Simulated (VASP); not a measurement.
The system is C.

```
C
1.0
     3.20840    0.00000    0.00000
    -1.60420    2.77856    0.00000
     0.00000    0.00000    2.86527
C
4
Direct
  0.50000 0.00000 0.25350
  0.00000 0.50000 0.25350
  0.50000 0.50000 0.25350
  0.00000 0.00000 0.58647
```

The cell was generated, and may not be a known phase.

- Program: VASP 6.6.1
- Task: relaxation of cell and atoms
- Functional: PBE
- Potentials or basis: VASP PAW PBE potentials, release 64 (C)
- Cutoff: 600 eV
- k mesh: 6 × 6 × 6
- Occupations: gaussian, width 0.1 eV
- Spin: no spin polarisation

At the start: pressure 33.5 GPa; volume 6.39 Å³/atom.

**Question.** Where does the relaxation end?

**Answer.** Over 11 steps the energy falls by 180.2 meV/atom and the volume is 7.88 Å³/atom (+23.3 %); space group P6mm (No. 183, to 0.1 Å) before and after.

Step by step:
| step | energy change (eV) | largest force (eV/Å) | pressure (GPa) | volume (Å³) |
| --- | --- | --- | --- | --- |
| 1 | 0.0000 | 1.2212 | 33.47 | 25.54 |
| 2 | -0.3652 | 0.3116 | -7.50 | 30.80 |
| 3 | -0.3981 | 0.5760 | -0.53 | 29.44 |
| 4 | -0.5145 | 0.4221 | -1.14 | 30.04 |
| 5 | -0.6261 | 0.3883 | -2.40 | 30.76 |
| 6 | -0.7168 | 0.0100 | -1.95 | 32.06 |
| 7 | -0.7167 | 0.0374 | -1.99 | 32.01 |
| 8 | -0.7152 | 0.1186 | 2.64 | 31.21 |
| 9 | -0.7191 | 0.0711 | -0.02 | 31.66 |
| 10 | -0.7196 | 0.0613 | -0.03 | 31.62 |
| 11 | -0.7209 | 0.0381 | -0.01 | 31.50 |

Final structure:
```yaml
crystal:
  lattice:
    - [3.23359, 0.00000, 0.00000]
    - [-1.61680, 2.80037, 0.00000]
    - [0.00000, 0.00000, 3.47883]
  atoms:
    - { symbol: C, position: [0.50000, 0.00000, 0.22925] }
    - { symbol: C, position: [0.00000, 0.50000, 0.22925] }
    - { symbol: C, position: [0.50000, 0.50000, 0.22925] }
    - { symbol: C, position: [0.00000, 0.00000, 0.65921] }
```

Caveat: the k points lie up to 0.37 Å⁻¹ apart in the final cell, too coarse for converged energies and pressures of a metal; the volume moved by over 15 % at a fixed basis, so the end points are rough.
